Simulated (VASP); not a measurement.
A run of VASP 6.6.1 is set up as follows.

The input INCAR:

```
SYSTEM = K
ALGO = Normal ; EDIFF = 1E-6
EDIFFG = -0.01 ; ENCUT = 600
GGA = PS ; IBRION = 2
ISIF = 3 ; ISMEAR = -1
LASPH = .True. ; LCHARG = .False.
LREAL = .False. ; LWAVE = .False.
NELM = 80 ; NSW = 80
PREC = Accurate ; PSTRESS = 200.0
SIGMA = 0.05
```

KPOINTS

```
k-points
0
Gamma
  7 7 7
  0 0 0
```

File POSCAR:

```
K
1.0
   -2.6975585167      2.6975585167      2.6975585167
    2.6975585167     -2.6975585167      2.6975585167
    2.6975585167      2.6975585167     -2.6975585167
K
1
Direct
    0.0000000000      0.0000000000      0.0000000000
```

Potentials or basis: VASP PAW PBE potentials, release 64 (K_sv).

Launch:

```sh
$ cat potpaw_PBE.64/K_sv/POTCAR > POTCAR
$ mpirun -np 1 vasp_std > vasp.out
```

Question: What does it give for the relaxed volume?

Answer: 26.75 Å³/atom.

Question: Predict the space group after relaxing (to 0.05 Å).

Answer: Im-3m (No. 229).

Step by step:
| step | energy change (eV) | largest force (eV/Å) | pressure (GPa) | volume (Å³) |
| --- | --- | --- | --- | --- |
| 1 | 0.0000 | 0.0000 | -0.31 | 78.52 |
| 2 | 5.5936 | 0.0000 | 123.20 | 11.02 |
| 3 | 1.3404 | 0.0000 | 20.04 | 26.75 |

Caveat: the cell is relaxed towards a set pressure, so the enthalpy falls and the energy may rise; the volume moved by over 15 % at a fixed basis, so the end points are rough; the PAW data sets were made with another functional, which shifts forces and pressure a little.
